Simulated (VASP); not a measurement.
Set up this calculation in VASP 6.6.1, as the native input.

```
Task                   : single point
Functional             : r2SCAN
Potentials or basis    : VASP PAW PBE potentials, release 64 (Eu, S)
Cutoff                 : 800 eV
k mesh                 : 10 × 10 × 10
Occupations            : gaussian, width 0.05 eV
Spin                   : collinear spin, ferromagnetic start
Starting moments       : [7.47, 0.0] μB
Dipole correction      : no
Further INCAR settings : ALGO = Normal; EDIFF = 1e-06; NBANDS = 22
```

The system is EuS.

```xyz
2
Lattice="0.0000 2.9367 2.9367 2.9367 0.0000 2.9367 2.9367 2.9367 0.0000" Properties=species:S:1:pos:R:3 pbc="T T T"
Eu    0.0000    0.0000    0.0000
S     2.9367    2.9367    2.9367
```

One way to write it, as run:

POSCAR

```
EuS
1.0
    0.0000000000      2.9366767987      2.9366767987
    2.9366767987      0.0000000000      2.9366767987
    2.9366767987      2.9366767987      0.0000000000
Eu S
1 1
Direct
    0.0000000000      0.0000000000      0.0000000000
    0.5000000000      0.5000000000      0.5000000000
```

INCAR.step1

```
PREC = Accurate ; ENCUT = 800
ISMEAR = 0 ; SIGMA = 0.05
LREAL = False ; LASPH = True
NELM = 200 ; ISPIN = 2
MAGMOM = 7.47 0 ; LMAXMIX = 6
NBANDS = 22 ; GGA = PE
ALGO = Normal ; EDIFF = 1E-5
LWAVE = True ; LCHARG = False
GGA_COMPAT = False
```

INCAR.step2

```
PREC = Accurate ; ENCUT = 800
EDIFF = 1E-6 ; ISMEAR = 0
SIGMA = 0.05 ; LREAL = False
LASPH = True ; NELM = 200
ALGO = Normal ; ISIF = 2
LWAVE = False ; LCHARG = False
ISPIN = 2 ; MAGMOM = 7.47 0
LORBIT = 11 ; LMAXMIX = 6
METAGGA = R2SCAN ; LMIXTAU = True
NBANDS = 22 ; ISTART = 1
GGA_COMPAT = False
```

KPOINTS

```
regular mesh
0
Gamma
  10 10 10
```

Potentials or basis: VASP PAW PBE potentials, release 64 (Eu, S).

Run with:

```bash
$ cat potpaw_PBE.64/Eu/POTCAR potpaw_PBE.64/S/POTCAR > POTCAR
$ cp INCAR.step1 INCAR
$ mpirun -np 1 vasp_std > vasp.out
$ cp INCAR.step2 INCAR
$ mpirun -np 1 vasp_std > vasp.out
```

Results of the run:

```
Pressure                                              : -0.4 GPa
Band gap on the k mesh                                : zero (filled and empty bands overlap)
Net moment                                            : 6.99 μB per cell
Site moments                                          : Eu +6.52; S -0.08 μB
Valence electrons inside the program's atomic spheres : Eu 14.82; S 3.79
```

Caveat: the PAW data sets were made with another functional, which shifts forces and pressure a little; spin-orbit coupling is left out, which moves the levels of the heavy elements; a cell with one magnetic atom can't hold antiferromagnetic order, which such compounds often take; semilocal functionals describe open f shells poorly, which spoils levels, moments and volumes.

Run time: 23 min on 1 thread of Oxide Virtual Turin-like Processor (shared host), peak memory 0.4 GiB.
